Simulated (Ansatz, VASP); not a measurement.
# ZnS: VASP beside Ansatz

```
Zn S
1.0
     0.04763    2.72156    2.72156
     2.76919    0.00000    2.76919
     2.72156    2.72156    0.04763
Zn S
1 1
Direct
  0.00000 0.00000 0.00000
  0.75000 0.75000 0.75000
```

Change from the starting cell: strain +0.0350 x Voigt [0, 0, 0, 0, 1, 0], atoms carried along.

Alike in both runs: task single point; functional PBE; k mesh 8 × 8 × 8; occupations gaussian, width 0.05 eV; no spin polarisation.

|  | VASP | Ansatz |
| --- | --- | --- |
| version | VASP 6.6.1 | Ansatz 0.2.0 |
| potentials or method | VASP PAW PBE potentials, release 64 (Zn, S), cutoff 520 eV | scalar-relativistic, plane waves, PAW |
| valence electrons in the cell | 18 | 18 |

Ansatz gave:

- gap on the k mesh at the Fermi level (eV): 1.94
- least direct gap on the mesh (eV): 1.94
- pressure (GPa): 0.1
- traceless stress, the component that is largest in VASP (GPa): -2.24
- rms of the force components (eV/Å): 0.100

**Question.** What did VASP give for the same quantities?

**Answer.** gap on the k mesh at the Fermi level (eV): 1.95; least direct gap on the mesh (eV): 1.95; pressure (GPa): 0.3; traceless stress, the component that is largest in VASP (GPa): -2.26; rms of the force components (eV/Å): 0.101.

Atom by atom the forces differ by 0.002 eV/Å (rms over components). The functional is the same, so the differences come from potentials, cutoffs and numerics.
